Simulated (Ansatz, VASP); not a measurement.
## Ca in VASP and in Ansatz

```
Ca
1.0
     0.00000    2.76271    2.76271
     2.76271    0.00000    2.76271
     2.76271    2.76271    0.00000
Ca
1
Cartesian
  0.0000 0.0000 0.0000
```

Alike in both runs: task relaxation of cell and atoms; functional PBE; k mesh 12 × 12 × 12; occupations fermi-dirac, width 0.08 eV; no spin polarisation.

|  | VASP | Ansatz |
| --- | --- | --- |
| version | VASP 6.6.1 | Ansatz 0.2.0 |
| potentials or method | VASP PAW PBE potentials, release 64 (Ca_sv) | PAW with Ansatz's default frozen-core files, scalar-relativistic |
| plane-wave cutoff (eV) | 600 | 420 |
| valence electrons in the cell | 10 | 10 |

VASP gave:

| Property | Result |
| --- | --- |
| relaxed volume (Å³/atom) | 42.27 |
| relaxed cell length with the largest relative difference (Å) | 3.910 |

Task: What did Ansatz give for the same quantities?

Result: Relaxed volume (Å³/atom): 42.17; relaxed cell length with the largest relative difference (Å): 3.907.
